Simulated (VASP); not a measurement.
# Pd (Im-3m) in VASP: notebook

Pd is run at these levels: LDA; tasks: single point, relaxation of cell and atoms.

All numbers are computed with VASP 6.6.1; they aren't measurements. Logs are shortened: lines on timing, memory, paths and dates and some standing lists are left out, and cuts for length are marked.

## Step 1: The cell of the first run

The structure is cubic, space group Im-3m (No. 229). Conventional cell: a = 3.068 Å, b = 3.068 Å, c = 3.068 Å, α = 90.00°, β = 90.00°, γ = 90.00°. Pd (site symmetry m-3m) has 14 Pd at 2.66 to 3.07 Å within 3.5 Å.

## Step 2: Single point, LDA

INCAR

```
PREC = Accurate
ENCUT = 500
EDIFF = 1E-6
ISMEAR = -1
SIGMA = 0.1
LREAL = F
LASPH = T
NELM = 120
ALGO = Normal
ISIF = 2
LWAVE = F
LCHARG = F
GGA = CA
NBANDS = 11
GGA_COMPAT = F
```

KPOINTS

```
regular mesh
0
Gamma
  8 8 8
```

POSCAR

```
Pd
1.0
    1.5342466448      1.5342466448      1.5342466448
   -1.5342466448      1.5342466448      1.5342466448
   -1.5342466448     -1.5342466448      1.5342466448
Pd
1
Direct
    0.0000000000      0.0000000000      0.0000000000
```

Potentials or basis: VASP PAW LDA potentials, release 64 (Pd).

Command:

```sh
cat potpaw_LDA.64/Pd/POTCAR > POTCAR
mpirun -np 1 vasp_std > vasp.out
```

OUTCAR:

```text
PREC = Accurate
   ENCUT = 500
   EDIFF = 1E-6
   ISMEAR = -1
   LREAL = F
   LASPH = T
   NELM = 120
   ISIF = 2
   GGA = CA

 ion  position               nearest neighbor table
   1  0.000  0.000  0.000-

  LATTYP: Found a body centered cubic cell.
 ALAT       =     3.0684932896

  Lattice vectors:

 A1 = (   1.5342466448,  -1.5342466448,  -1.5342466448)
 A2 = (   1.5342466448,   1.5342466448,   1.5342466448)
 A3 = (  -1.5342466448,  -1.5342466448,   1.5342466448)

Analysis of symmetry for initial positions (statically):
=====================================================================
 Subroutine PRICEL returns:
 Original cell was already a primitive cell.

 Routine SETGRP: Setting up the symmetry group for a
 body centered cubic supercell.

 Subroutine GETGRP returns: Found 48 space group operations
 (whereof 48 operations were pure point group operations)
 out of a pool of 48 trial point group operations.

The static configuration has the point symmetry O_h .

Analysis of symmetry for dynamics (positions and initial velocities):
=====================================================================
 Subroutine PRICEL returns:
 Original cell was already a primitive cell.

 Routine SETGRP: Setting up the symmetry group for a
 body centered cubic supercell.

 Subroutine GETGRP returns: Found 48 space group operations
 (whereof 48 operations were pure point group operations)
 out of a pool of 48 trial point group operations.

The dynamic configuration has the point symmetry O_h .

 Subroutine INISYM returns: Found 48 space group operations
 (whereof 48 operations are pure point group operations),
 and found     1 'primitive' translations

----------------------------------------------------------------------------------------

                                     Primitive cell

  volume of cell :      14.4459

  direct lattice vectors                    reciprocal lattice vectors
     1.534246645  1.534246645  1.534246645     0.325892842  0.000000000  0.325892842
    -1.534246645  1.534246645  1.534246645    -0.325892842  0.325892842  0.000000000
    -1.534246645 -1.534246645  1.534246645     0.000000000 -0.325892842  0.325892842

  length of vectors
     2.657393140  2.657393140  2.657393140     0.460882078  0.460882078  0.460882078

  position of ions in fractional coordinates (direct lattice)
     0.000000000  0.000000000  0.000000000

  ion indices of the primitive-cell ions
   primitive index   ion index
                 1           1

----------------------------------------------------------------------------------------

 KPOINTS: regular mesh

Automatic generation of k-mesh.
 Grid dimensions read from file:
 generate k-points for:    8    8    8

 Generating k-lattice:

  Cartesian coordinates                     Fractional coordinates (reciprocal lattice)
     0.040736605  0.000000000  0.040736605     0.125000000  0.000000000  0.000000000
    -0.040736605  0.040736605  0.000000000     0.000000000  0.125000000  0.000000000
     0.000000000 -0.040736605  0.040736605     0.000000000  0.000000000  0.125000000

  Length of vectors
     0.057610260  0.057610260  0.057610260

  Shift w.r.t. Gamma in fractional coordinates (k-lattice)
     0.000000000  0.000000000  0.000000000

 Subroutine IBZKPT returns following result:
 ===========================================

 Found     29 irreducible k-points:

 Following reciprocal coordinates:
            Coordinates               Weight
  0.000000  0.000000  0.000000      1.000000
  0.125000  0.000000  0.000000     12.000000
  0.250000  0.000000  0.000000     12.000000
  0.375000  0.000000  0.000000     12.000000
  0.500000  0.000000  0.000000      6.000000
  0.250000  0.125000  0.000000     24.000000
[... 16 lines left out ...]
  0.375000  0.250000  0.250000     24.000000
  0.500000  0.250000  0.250000     12.000000
 [... further k-points ...]
   k-points           NKPTS =     29   k-points in BZ     NKDIM =     29   number of bands    NBANDS=     11
   number of dos      NEDOS =    301   number of ions     NIONS =      1
   total plane-waves  NPLWV =   8000
   dimension x,y,z NGX =    20 NGY =   20 NGZ =   20
   dimension x,y,z NGXF=    40 NGYF=   40 NGZF=   40
   ions per type =               1
   NGX,Y,Z   is equivalent  to a cutoff of  12.51, 12.51, 12.51 a.u.
   NGXF,Y,Z  is equivalent  to a cutoff of  25.02, 25.02, 25.02 a.u.
 SYSTEM =  unknown system
   PREC   = accura    normal or accurate (medium, high low for compatibility)
   ISTART =      0    job   : 0-new  1-cont  2-samecut
   ICHARG =      2    charge: 1-file 2-atom 10-const
   ISPIN  =      1    spin polarized calculation?
   LNONCOLLINEAR =      F non collinear calculations
   LSORBIT =      F    spin-orbit coupling
   LASPH  =      T    aspherical Exc in radial PAW
   ENCUT  =  500.0 eV  36.75 Ry    6.06 a.u.   4.85  4.85  4.85*2*pi/ulx,y,z
   NELM   =    120;   NELMIN=  2; NELMDL= -5     # of ELM steps
   EDIFF  = 0.1E-05   stopping-criterion for ELM
   LREAL  =      F    real-space projection
   EDIFFG = 0.1E-04   stopping-criterion for IOM
   NSW    =      0    number of steps for IOM
   IBRION =     -1    ionic relax: 0-MD 1-quasi-New 2-CG
   NFREE  =      0    steps in history (QN), initial steepest desc. (CG)
   ISIF   =      2    stress and relaxation
   ISYM   =      2    0-nonsym 1-usesym 2-fastsym
   POTIM  = 0.5000    time-step for ionic-motion
   TEBEG  =    0.0;   TEEND  =   0.0 temperature during run
   PSTRESS=    0.0 pullay stress
   NELECT =      10.0000    total number of electrons
   NUPDOWN=      -1.0000    fix difference up-down
   EMIN   =  10.00;   EMAX   =-10.00  energy-range for DOS
   EFERMI =   0.00;   METHOD = LEGACY
   ISMEAR =    -1;   SIGMA  =   0.10  broadening in eV -4-tet -1-fermi 0-gaus
   EFERMI_NEDOS =   21; number of points for ismear=-14 and -15
   IALGO  =     38    algorithm
   IMIX   =      4    mixing-type and parameters
     AMIX     =   0.40;   BMIX     =  1.00
     AMIX_MAG =   1.60;   BMIX_MAG =  1.00
  volume/ion in A,a.u.               =      14.45        97.49
  Fermi-wavevector in a.u.,A,eV,Ry     =   1.448193  2.736687 28.534978  2.097262
  Thomas-Fermi vector in A             =   2.566061
   LORBIT       =      0    0 simple, 1 ext, 2 COOP (PROOUT), +10 PAW based schemes
   GGA     = CA    functional components
   LHFCALC =     F    Hartree Fock is set to
   AEXX    =    0.0000 exact exchange contribution
   IVDW    =     0    specifies the selected vdW correction
   LEPSILON=     F    determine dielectric tensor
   LRPA    =     F    only Hartree local field effects (RPA)
 non-spin polarized calculation
  energy-cutoff  :      500.00
  volume of cell :       14.45
 maximum number of plane-waves:       378
   NGX =  9   NGY =  9   NGZ =  9

 number of electron      10.0000000 magnetization

 number of electron       9.9999996 magnetization

 Free energy of the ion-electron system (eV)
  ---------------------------------------------------
  ext. energy  EPLUGINS =         0.00000000
  ---------------------------------------------------
  free energy    TOTEN  =        -6.43410128 eV

  energy without entropy =       -6.39008317  energy(sigma->0) =       -6.41209222

 E-fermi :   9.9304     XC(G=0): -13.6410

 val. band max:        9.9126448129   @ k =   0.5000   0.2500   0.1250
 cond. band min:       9.9517213279   @ k =   0.5000   0.3750   0.2500
 fundamental gap:      0.0390765150
 Fermi energy:         9.9303587231

 k-point     1 :       0.0000    0.0000    0.0000
  band No.  band energies     occupation
      1       2.5589      2.00000
      2       6.8570      2.00000
      3       6.8570      2.00000
      4       6.8570      2.00000
      5       8.9689      1.99987
      6       8.9689      1.99987
      7      29.3045      0.00000
      8      29.3045      0.00000
      9      29.3045      0.00000
     10      35.8028      0.00000
     11      38.2085      0.00000

 k-point     2 :       0.1250    0.0000    0.0000
  band No.  band energies     occupation
      1       3.1497      2.00000
      2       6.6531      2.00000
      3       6.8606      2.00000
      4       7.2957      2.00000
      5       8.7580      1.99998
      6       8.9862      1.99984
      7      28.8675      0.00000
      8      29.2830      0.00000
      9      30.0536      0.00000
     10      35.2961      0.00000
     11      35.5735      0.00000

 k-point     3 :       0.2500    0.0000    0.0000
  band No.  band energies     occupation
      1       4.3765      2.00000
      2       6.1916      2.00000
      3       7.1465      2.00000
      4       8.4740      2.00000
      5       8.6205      2.00000
      6       9.0551      1.99968
      7      25.6210      0.00000
      8      27.8021      0.00000
      9      31.9261      0.00000
     10      32.9645      0.00000
     11      34.7682      0.00000

 k-point     4 :       0.3750    0.0000    0.0000
  band No.  band energies     occupation
      1       4.5717      2.00000
      2       5.7668      2.00000
      3       8.7227      1.99999
      4       9.1654      1.99905
      5       9.3067      1.99610
      6       9.8968      1.16623
      7      20.8473      0.00000
      8      25.8473      0.00000
      9      29.3378      0.00000
     10      33.8874      0.00000
     11      35.2327      0.00000
[... 239 lines left out ...]
 k-point    22 :       0.2500    0.2500    0.2500
  band No.  band energies     occupation
      1       5.6810      2.00000
      2       6.5179      2.00000
      3       7.5210      2.00000
      4       7.5210      2.00000
      5       8.3895      2.00000
      6      10.6524      0.00146
      7      27.0398      0.00000
      8      27.1191      0.00000
      9      27.1191      0.00000
     10      27.7713      0.00000
     11      35.8033      0.00000

 k-point    23 :       0.3750    0.2500    0.2500
  band No.  band energies     occupation
      1       5.5501      2.00000
      2       5.9660      2.00000
      3       7.5268      2.00000
      4       8.1465      2.00000
      5       9.6259      1.90906
      6      12.8956      0.00000
      7      22.0477      0.00000
      8      24.5199      0.00000
      9      26.9943      0.00000
     10      29.4376      0.00000
     11      35.7291      0.00000

 k-point    24 :       0.5000    0.2500    0.2500
  band No.  band energies     occupation
      1       5.2255      2.00000
      2       5.9674      2.00000
      3       7.4329      2.00000
      4       8.3024      2.00000
      5      10.3893      0.02011
      6      15.8850      0.00000
      7      18.1375      0.00000
      8      23.3291      0.00000
      9      26.8759      0.00000
     10      31.0718      0.00000
     11      35.2331      0.00000

 [... further k-points ...]
[... 5 lines left out ...]
  --------------------------------------------------------------------------------------
  -------------------------------------------------------------------------------------
  Total       -0.1681481     -0.1681481     -0.1681481      0.0000000      0.0000000      0.0000000
  in kB      -18.6490595    -18.6490595    -18.6490595      0.0000000      0.0000000      0.0000000
  external PRESSURE =     -18.6490595 kB  Pullay stress =       0.0000000 kB

 VOLUME and BASIS-vectors are now :
 -----------------------------------------------------------------------------
  energy-cutoff  :      500.00
  volume of cell :       14.45
      direct lattice vectors                 reciprocal lattice vectors
     1.534246645  1.534246645  1.534246645     0.325892842  0.000000000  0.325892842
    -1.534246645  1.534246645  1.534246645    -0.325892842  0.325892842  0.000000000
    -1.534246645 -1.534246645  1.534246645     0.000000000 -0.325892842  0.325892842

 POSITION                                       TOTAL-FORCE (eV/Angst)
 -----------------------------------------------------------------------------------
      0.00000      0.00000      0.00000        -0.000000     -0.000000      0.000000
 -----------------------------------------------------------------------------------
    total drift:                               -0.000000      0.000000      0.000000

  FREE ENERGIE OF THE ION-ELECTRON SYSTEM (eV)
  ---------------------------------------------------
  free  energy   TOTEN  =        -6.4341012786 eV

  energy  without entropy=       -6.3900831654  energy(sigma->0) =       -6.41209222
```

It took 4.5 s on 1 thread of Intel Xeon Platinum 8488C (Sapphire Rapids), shared host; peak memory 0.11 GiB.

What came out:

```yaml
Free_energy: -6.4341 eV
Pressure: -1.9 GPa
Band_gap_on_the_k_mesh: zero (band 5 reaches 10.60 eV, above the bottom of band 6 at 8.97 eV)
```

Levels at points of the mesh, in eV from the Fermi level:
```
           k point  band 3  band 4  band 5  band 6  band 7  band 8
(0.00, 0.00, 0.00)   -3.07   -3.07   -0.96   -0.96   19.37   19.37
(0.50, 0.00, 0.00)   -1.04   -0.71    0.67    1.31    8.10   15.15
(0.50, 0.50, 0.50)    0.26    0.26    0.26    9.22    9.22    9.22
```

Caveat: the k points lie up to 0.36 Å⁻¹ apart.

## Step 3: Relaxation of cell and atoms, LDA

This run uses another cell than the first one, of 14.30 Å³/atom, 0.990 times its volume.

INCAR

```
SYSTEM = Pd
PREC = Accurate
ENCUT = 500
EDIFF = 1E-7
ISMEAR = -1
SIGMA = 0.1
LREAL = .False.
LASPH = .True.
NELM = 120
ALGO = Normal
ISIF = 3
LWAVE = .False.
LCHARG = .False.
GGA = CA
IBRION = 2
NSW = 80
EDIFFG = -0.03
GGA_COMPAT = .False.
NELMIN = 4
```

KPOINTS

```
Automatic mesh
0
Gamma
  8 8 8
  0 0 0
```

POSCAR

```
Pd
1.0
    1.5291663207      1.5291663207      1.5291663207
   -1.5291663207      1.5291663207      1.5291663207
   -1.5291663207     -1.5291663207      1.5291663207
Pd
1
Direct
    0.0000000000      0.0000000000      0.0000000000
```

Potentials or basis: VASP PAW LDA potentials, release 64 (Pd).

Command:

```sh
cat potpaw_LDA.64/Pd/POTCAR > POTCAR
mpirun -np 1 vasp_std > vasp.out
```

Wall time 1.9 s (1 thread of Intel Xeon 6975P-C (Granite Rapids), shared host); peak memory 0.12 GiB.

The run converged. Its results:

```
Free energy             : -6.4348 eV
Pressure after relaxing : 0.3 GPa
Band gap on the k mesh  : zero (band 5 reaches 10.79 eV, above the bottom of band 6 at 9.13 eV)
```

Final structure:
```
Pd
1.0
     1.52917    1.52917    1.52917
    -1.52917    1.52917    1.52917
    -1.52917   -1.52917    1.52917
Pd
1
Direct
  0.00000 0.00000 0.00000
```

Levels at points of the mesh, in eV from the Fermi level:
```tsv
k point	band 3	band 4	band 5	band 6	band 7	band 8
(0.00, 0.00, 0.00)	-3.12	-3.12	-0.98	-0.98	19.39	19.39
(0.50, 0.00, 0.00)	-1.06	-0.72	0.68	1.29	8.19	15.17
(0.50, 0.50, 0.50)	0.26	0.26	0.26	9.26	9.26	9.26
```

Caveat: the k points lie up to 0.36 Å⁻¹ apart in the final cell; the relaxation stopped at its first step, so nothing moved.

## Step 4: Relaxation of cell and atoms, LDA

This run uses another cell than the first one, of 14.75 Å³/atom, 1.021 times its volume.

INCAR

```
PREC = Accurate
ENCUT = 500
EDIFF = 1E-7
ISMEAR = -1
SIGMA = 0.1
LREAL = False
LASPH = True
NELM = 120
ALGO = Normal
ISIF = 3
LWAVE = False
LCHARG = False
GGA = CA
IBRION = 2
NSW = 80
EDIFFG = -0.03
GGA_COMPAT = False
NELMIN = 4
```

KPOINTS

```
regular mesh
0
Gamma
  8 8 8
```

POSCAR

```
Pd
1.0
    1.5450000000      1.5450000000      1.5450000000
   -1.5450000000      1.5450000000      1.5450000000
   -1.5450000000     -1.5450000000      1.5450000000
Pd
1
Direct
    0.0000000000      0.0000000000      0.0000000000
```

Command:

```sh
cat potpaw_LDA.64/Pd/POTCAR > POTCAR
mpirun -np 1 vasp_std > vasp.out
```

Run time: 3.9 s. Hardware: 1 thread of Intel Xeon 6975P-C (Granite Rapids), shared host; peak memory 0.12 GiB.

The run converged. Its results:

* Free energy: -6.4349 eV
* Relaxed volume: 14.33 Å³/atom
* Relaxed cell: a = 2.650 Å, b = 2.650 Å, c = 2.650 Å, α = 70.53°, β = 109.47°, γ = 70.53°
* Space group after relaxing (to 0.05 Å): Im-3m (No. 229)
* Energy gained by relaxing: 8.4 meV/atom
* Ionic steps: 3
* Pressure after relaxing: -0.1 GPa
* Band gap on the k mesh: zero (band 5 reaches 10.76 eV, above the bottom of band 6 at 9.10 eV)

Step by step:
```
step  energy change (eV)  largest force (eV/Å)  pressure (GPa)  volume (Å³)
   1              0.0000                0.0000           -6.01        14.75
   2              0.0189                0.0000           12.88        13.60
   3             -0.0084                0.0000           -0.10        14.33
```

Final structure:
```
Pd
1.0
     1.52997    1.52997    1.52997
    -1.52997    1.52997    1.52997
    -1.52997   -1.52997    1.52997
Pd
1
Direct
  0.00000 0.00000 0.00000
```

Levels at points of the mesh, in eV from the Fermi level:
```tsv
k point	band 3	band 4	band 5	band 6	band 7	band 8
(0.00, 0.00, 0.00)	-3.11	-3.11	-0.98	-0.98	19.39	19.39
(0.50, 0.00, 0.00)	-1.06	-0.71	0.68	1.29	8.18	15.16
(0.50, 0.50, 0.50)	0.26	0.26	0.26	9.25	9.25	9.25
```

## Step 5: Summary

```csv
task,cell,gap on the mesh (eV),pressure (GPa)
single point,"a = 2.657 Å, angles 70.5, 109.5, 70.5°, 1 atom",none,-1.9
relaxation of cell and atoms,"relaxed from a = 2.649 Å, angles 70.5, 109.5, 70.5°, 1 atom",none,0.3
relaxation of cell and atoms,"relaxed from a = 2.676 Å, angles 70.5, 109.5, 70.5°, 1 atom",none,-0.1
```

Alike in all rows: level LDA; potentials or basis VASP PAW LDA potentials, release 64 (Pd); no spin polarisation; k mesh 8 × 8 × 8; cutoff (eV) 500; smearing fermi-dirac 0.1 eV.

Caveats: some runs use coarse meshes; the relaxation stopped at its first step, so nothing moved (some runs).

Total energies depend on the potentials used, so only differences within one code and one set of settings carry meaning.
